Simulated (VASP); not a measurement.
Here is a VASP 6.6.1 calculation.

File INCAR:

```
ALGO     = Normal         # electronic algorithm
EDIFF    = 1E-6           # SCF threshold, eV
ENCUT    = 520            # plane-wave cutoff, eV
GGA      = PE             # functional
ISIF     = 2              # what is computed and relaxed
ISMEAR   = 0              # smearing method
LASPH    = T              # aspherical terms in the spheres
LCHARG   = T              # write CHGCAR
LELF     = T              # ELF
LREAL    = F              # projectors in reciprocal space
LVHAR    = T            
LWAVE    = F              # write WAVECAR
NBANDS   = 17             # bands
NELM     = 80             # most SCF steps
PREC     = Accurate       # precision mode
SIGMA    = 0.1            # smearing width, eV
```

Contents of KPOINTS:

```
k-points
0
Gamma
  6 6 4
```

File POSCAR:

```
PbO
1.0
    3.2135795628      0.0000000000      0.0000000000
    0.0000000000      3.2135795628      0.0000000000
    0.0000000000      0.0000000000      3.2130324773
Pb O
1 1
Direct
    0.5000000000      0.5000000000      0.5000000000
    0.0000000000      0.0000000000      0.0000000000
```

Potentials or basis: VASP PAW PBE potentials, release 64 (Pb_d, O).

Command:

```sh
$ cat potpaw_PBE.64/Pb_d/POTCAR potpaw_PBE.64/O/POTCAR > POTCAR
$ mpirun -np 1 vasp_std > vasp.out
```

Question: Predict the pressure.

Answer: -0.1 GPa.

Question: Estimate the band gap on the k mesh.

Answer: 0.50 eV (least direct gap 0.69 eV).

Caveat: the k points lie up to 0.49 Å⁻¹ apart; spin-orbit coupling is left out, which moves the levels of the heavy elements. A k mesh can miss the band edges.
